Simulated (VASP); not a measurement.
# Al (P6_3/mmc) in VASP: notebook, part 2 of 2

VASP 6.6.1.

**3. Single point, PBEsol**

Contents of INCAR:

```
SYSTEM = Al
ALGO = Normal
EDIFF = 1E-6
ENCUT = 500
GGA = PS
GGA_COMPAT = .FALSE.
ISIF = 2
ISMEAR = 0
LASPH = .TRUE.
LCHARG = .TRUE.
LELF = .TRUE.
LREAL = .FALSE.
LVHAR = .TRUE.
LWAVE = .FALSE.
NBANDS = 14
NELM = 120
PREC = Accurate
SIGMA = 0.2
```

Contents of KPOINTS:

```
k-points
0
G
  10 10 3
  0 0 0
```

Contents of POSCAR:

```
Al
1.0
    2.8270770200      0.0000000000      0.0000000000
   -1.4135385100      2.4483205178      0.0000000000
    0.0000000000      0.0000000000      9.1859930700
Al
4
Direct
    0.0000000000      0.0000000000      0.0000000000
    0.0000000000      0.0000000000      0.5000000000
    0.3333333333      0.6666666667      0.2500000000
    0.6666666667      0.3333333333      0.7500000000
```

Potentials or basis: VASP PAW PBE potentials, release 64 (Al).

On the command line:

```sh
$ cat potpaw_PBE.64/Al/POTCAR > POTCAR
$ mpirun -np 1 vasp_std > vasp.out
```

OUTCAR:

```text
SYSTEM = Al
   EDIFF = 1E-6
   ENCUT = 500
   GGA = PS
   ISIF = 2
   ISMEAR = 0
   LASPH = .TRUE.
   LREAL = .FALSE.
   NELM = 120
   PREC = Accurate

 ion  position               nearest neighbor table
   1  0.000  0.000  0.000-   3 2.82   4 2.82   4 2.82   3 2.82   4 2.82   3 2.82
   2  0.000  0.000  0.500-   3 2.82   4 2.82   4 2.82   3 2.82   4 2.82   3 2.82
   3  0.333  0.667  0.250-   1 2.82   2 2.82   1 2.82   2 2.82   1 2.82   2 2.82
   4  0.667  0.333  0.750-   1 2.82   2 2.82   1 2.82   2 2.82   1 2.82   2 2.82

  LATTYP: Found a hexagonal cell.
 ALAT       =     2.8270770200
 C/A-ratio  =     3.2492899928

  Lattice vectors:

 A1 = (   2.8270770200,   0.0000000000,   0.0000000000)
 A2 = (  -1.4135385100,   2.4483205178,   0.0000000000)
 A3 = (   0.0000000000,   0.0000000000,   9.1859930700)

Analysis of symmetry for initial positions (statically):
=====================================================================
 Subroutine PRICEL returns:
 Original cell was already a primitive cell.

 Routine SETGRP: Setting up the symmetry group for a
 hexagonal supercell.

[... 191 lines left out ...]
     10      19.3599      0.00000
     11      19.3599      0.00000
     12      20.3225      0.00000
     13      20.3370      0.00000
     14      20.4948      0.00000
[... 377 lines left out ...]
      1       2.2224      2.00000
      2       2.7782      2.00000
      3       4.5410      2.00000
      4       4.7434      2.00000
      5       5.4254      2.00000
      6       6.5988      2.00000
      7       7.5303      2.00000
      8       9.0028      0.00001
      9      10.8125      0.00000
     10      11.6219      0.00000
     11      12.2634      0.00000
     12      13.2785      0.00000
     13      14.1557      0.00000
     14      14.4713      0.00000

 [... further k-points ...]

------------------------ aborting loop because EDIFF is reached ----------------------------------------

  FORCE on cell =-STRESS in cart. coord.  units (eV):
  Direction    XX          YY          ZZ          XY          YZ          ZX
  --------------------------------------------------------------------------------------
  -------------------------------------------------------------------------------------
  Total        0.3363544      0.3363544      1.4843110      0.0000000     -0.0000000      0.0000000
  in kB        8.4757020      8.4757020     37.4027436      0.0000000     -0.0000000      0.0000000
  external PRESSURE =      18.1180492 kB  Pullay stress =       0.0000000 kB

 VOLUME and BASIS-vectors are now :
 -----------------------------------------------------------------------------
  energy-cutoff  :      500.00
  volume of cell :       63.58
      direct lattice vectors                 reciprocal lattice vectors
     2.827077020  0.000000000  0.000000000     0.353722234  0.204221627  0.000000000
    -1.413538510  2.448320518  0.000000000     0.000000000  0.408443254  0.000000000
     0.000000000  0.000000000  9.185993070     0.000000000  0.000000000  0.108861393

 POSITION                                       TOTAL-FORCE (eV/Angst)
 -----------------------------------------------------------------------------------
      0.00000      0.00000      0.00000        -0.000000      0.000000     -0.000000
      0.00000      0.00000      4.59300        -0.000000      0.000000     -0.000000
     -0.00000      1.63221      2.29650         0.000000      0.000000      0.000000
      1.41354      0.81611      6.88949        -0.000000     -0.000000      0.000000
 -----------------------------------------------------------------------------------
    total drift:                               -0.000000      0.000000      0.000000

  FREE ENERGIE OF THE ION-ELECTRON SYSTEM (eV)
  ---------------------------------------------------
  free  energy   TOTEN  =       -16.3564376850 eV

  energy  without entropy=      -16.3364765470  energy(sigma->0) =      -16.34645712
```

OSZICAR:

```text
N       E                     dE             d eps       ncg     rms          rms(c)
DAV:   1     0.433748426113E+01    0.43375E+01   -0.39765E+03   784   0.633E+02
DAV:   2    -0.158090177634E+02   -0.20147E+02   -0.18771E+02  1024   0.866E+01
DAV:   3    -0.164709979557E+02   -0.66198E+00   -0.65649E+00  1030   0.130E+01
DAV:   4    -0.164753577213E+02   -0.43598E-02   -0.43594E-02   970   0.132E+00
DAV:   5    -0.164754057927E+02   -0.48071E-04   -0.48071E-04  1064   0.144E-01    0.291E+00
DAV:   6    -0.164042712145E+02    0.71135E-01   -0.77237E-03   918   0.439E-01    0.165E+00
DAV:   7    -0.163571723160E+02    0.47099E-01   -0.17738E-02   898   0.640E-01    0.251E-01
DAV:   8    -0.163564427153E+02    0.72960E-03   -0.43807E-04  1106   0.104E-01    0.373E-02
DAV:   9    -0.163564385871E+02    0.41282E-05   -0.34583E-06   966   0.105E-02    0.412E-03
DAV:  10    -0.163564376850E+02    0.90213E-06   -0.47587E-08   722   0.147E-03
   1 F= -.16356438E+02 E0= -.16346457E+02  d E =-.199611E-01
```

Wall time 18 s (1 thread of Intel Xeon Platinum 8488C (Sapphire Rapids), shared host); peak memory 0.18 GiB.

Results:

- Free energy: -16.3564 eV
- Pressure: 1.8 GPa
- Band gap on the k mesh: zero (bands 6 and 7 overlap by 5.43 eV)

Levels at points of the mesh, in eV from the Fermi level:
| k point | band 1 | band 2 | band 3 | band 4 | band 5 | band 6 | band 7 | band 8 | band 9 | band 10 |
| --- | --- | --- | --- | --- | --- | --- | --- | --- | --- | --- |
| (0.00, 0.00, 0.00) | -11.43 | -9.69 | -9.68 | -4.75 | -4.40 | 3.57 | 3.58 | 10.82 | 10.82 | 10.98 |
| (0.50, 0.00, 0.00) | -5.44 | -5.36 | -4.07 | -4.00 | -3.42 | -3.35 | 0.78 | 1.22 | 1.39 | 1.72 |

Caveat: the PAW data sets were made with another functional, which shifts forces and pressure a little.

**4. Single point, PBEsol**

Contents of INCAR:

```
SYSTEM = Al
ALGO = Normal ; EDIFF = 1E-6
ENCUT = 500 ; GGA = PS
GGA_COMPAT = .False. ; ISIF = 2
ISMEAR = 0 ; LASPH = .True.
LCHARG = .True. ; LELF = .True.
LREAL = .False. ; LVHAR = .True.
LWAVE = .False. ; NBANDS = 14
NELM = 120 ; PREC = Accurate
SIGMA = 0.1
```

Contents of KPOINTS:

```
k-points
0
Gamma
  10 10 3
  0 0 0
```

POSCAR is that of step 3.

On the command line:

```sh
$ cat potpaw_PBE.64/Al/POTCAR > POTCAR
$ mpirun -np 1 vasp_std > vasp.out
```

Wall time 19 s (1 thread of Intel Xeon Platinum 8488C (Sapphire Rapids), shared host); peak memory 0.18 GiB.

The run converged. Its results:

```
Free energy            : -16.3494 eV
Pressure               : 1.8 GPa
Band gap on the k mesh : zero (bands 6 and 7 overlap by 5.43 eV)
```

Stress tensor (GPa, compression positive):
```
0.88 0.00 0.00
0.00 0.88 0.00
0.00 0.00 3.65
```

Levels at points of the mesh, in eV from the Fermi level:
| k point | band 3 | band 4 | band 5 | band 6 | band 7 | band 8 |
| --- | --- | --- | --- | --- | --- | --- |
| (0.00, 0.00, 0.00) | -9.69 | -4.76 | -4.40 | 3.56 | 3.57 | 10.82 |
| (0.50, 0.00, 0.00) | -4.07 | -4.01 | -3.42 | -3.35 | 0.78 | 1.21 |

Caveat: the PAW data sets were made with another functional, which shifts forces and pressure a little.

**5. Single point, PBEsol**

Contents of INCAR:

```
PREC     = Accurate       # precision mode
ENCUT    = 500            # plane-wave cutoff, eV
EDIFF    = 1E-6           # SCF threshold, eV
ISMEAR   = 0              # smearing method
SIGMA    = 0.05           # smearing width, eV
LREAL    = F              # projectors in reciprocal space
LASPH    = T              # aspherical terms in the spheres
NELM     = 120            # most SCF steps
ALGO     = Normal         # electronic algorithm
ISIF     = 2              # what is computed and relaxed
LWAVE    = F              # write WAVECAR
LCHARG   = F              # write CHGCAR
GGA      = PS             # functional
NBANDS   = 14             # bands
GGA_COMPAT= F
```

Contents of KPOINTS:

```
regular mesh
0
Gamma
  10 10 3
```

POSCAR is that of step 4.

On the command line:

```sh
$ cat potpaw_PBE.64/Al/POTCAR > POTCAR
$ mpirun -np 1 vasp_std > vasp.out
```

It took 22 s on 1 thread of Intel Xeon Platinum 8488C (Sapphire Rapids), shared host; peak memory 0.18 GiB.

It converged, with:

* Free energy: -16.3479 eV
* Pressure: 1.8 GPa
* Band gap on the k mesh: zero (bands 6 and 7 overlap by 5.43 eV)

Stress tensor (GPa, compression positive):
```
0.90 0.00 0.00
0.00 0.90 0.00
0.00 0.00 3.64
```

Levels at points of the mesh, in eV from the Fermi level:
| k point | band 1 | band 2 | band 3 | band 4 | band 5 | band 6 | band 7 | band 8 | band 9 | band 10 |
| --- | --- | --- | --- | --- | --- | --- | --- | --- | --- | --- |
| (0.00, 0.00, 0.00) | -11.43 | -9.69 | -9.69 | -4.76 | -4.40 | 3.56 | 3.58 | 10.82 | 10.82 | 10.98 |
| (0.50, 0.00, 0.00) | -5.44 | -5.36 | -4.07 | -4.01 | -3.42 | -3.35 | 0.78 | 1.22 | 1.39 | 1.72 |

Caveat: the PAW data sets were made with another functional, which shifts forces and pressure a little.

**6. Summary**

| smearing | gap on the mesh (eV) | pressure (GPa) |
| --- | --- | --- |
| gaussian 0.3 eV | none | 1.8 |
| gaussian 0.2 eV | none | 1.8 |
| gaussian 0.1 eV | none | 1.8 |
| gaussian 0.05 eV | none | 1.8 |

Alike in all rows: task single point; level PBEsol; potentials or basis VASP PAW PBE potentials, release 64 (Al); no spin polarisation; cell as given; k mesh 10 × 10 × 3; cutoff (eV) 500.

Caveats: the PAW data sets were made with another functional, which shifts forces and pressure a little; so wide a smearing shifts energies and pressures (at least some runs).

Total energies depend on the potentials used, so only differences within one code and one set of settings carry meaning.
